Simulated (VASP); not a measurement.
Here is a VASP 6.6.1 calculation.

The input INCAR:

```
ALGO = Normal
EDIFF = 1E-6
ENCUT = 520
GGA = PE
ISIF = 2
ISMEAR = 0
IVDW = 12
LASPH = True
LCHARG = False
LREAL = Auto
LWAVE = False
NBANDS = 52
NELECT = 74.0
NELM = 80
PREC = Accurate
SIGMA = 0.05
```

KPOINTS

```
k-points
0
Gamma
  2 2 2
```

POSCAR

```
CuSi16
1.0
    0.0000000000      5.4300000000      5.4300000000
    5.4300000000      0.0000000000      5.4300000000
    5.4300000000      5.4300000000      0.0000000000
Si Cu
16 1
Direct
    0.0071058932     -0.0265073665      0.0117821363
    0.1332616022      0.1176448435      0.1253437385
    0.0021971455      0.0025446593      0.4973927256
    0.1247912523      0.1122691529      0.6375953039
    0.0023949355      0.5073787293      0.0070763352
    0.1140061694      0.6023500000      0.1683864641
   -0.0149281768      0.4889202578      0.5402165746
    0.1263704420      0.6282943831      0.6332496317
    0.5044640884      0.0109900552     -0.0200373849
    0.6228711786      0.1178205341      0.1257286372
    0.4972697053      0.0025046961      0.4975796501
    0.6294825967      0.1315315838      0.6089037753
    0.4820156538      0.5076662983      0.0071423573
    0.6191709945      0.6371772560      0.1234442910
    0.4990624309      0.5055383057      0.4958598527
    0.6113257827      0.6283836096      0.6333360958
    0.8459848066      0.3391002762     -0.0321949355
```

Potentials or basis: VASP PAW PBE potentials, release 64 (Si, Cu).

Run with:

```bash
$ cat potpaw_PBE.64/Si/POTCAR potpaw_PBE.64/Cu/POTCAR > POTCAR
$ mpirun -np 1 vasp_std > vasp.out
```

**Question.** What does it give for the dispersion energy per atom?

**Answer.** -0.334 eV.

**Question.** Estimate the largest force.

**Answer.** 0.014 eV/Å.

Forces on the atoms (eV/Å):
```
Si   0.001  0.004 -0.007
Si   0.006  0.001  0.001
Si   0.002  0.002 -0.005
Si  -0.002 -0.007 -0.003
Si   0.005  0.006  0.003
Si  -0.006 -0.001  0.002
Si  -0.004 -0.004  0.010
Si  -0.003 -0.006  0.000
Si   0.001 -0.001 -0.009
Si  -0.004 -0.005  0.010
Si   0.009  0.006 -0.005
Si  -0.003  0.003  0.008
Si   0.007 -0.002 -0.012
Si  -0.004  0.005  0.001
Si   0.011  0.000 -0.007
Si  -0.009  0.003  0.003
Cu  -0.008 -0.005  0.009
```

Caveat: the k points lie up to 0.50 Å⁻¹ apart; the cell carries a net charge on a neutralising background, which shifts energy and pressure.
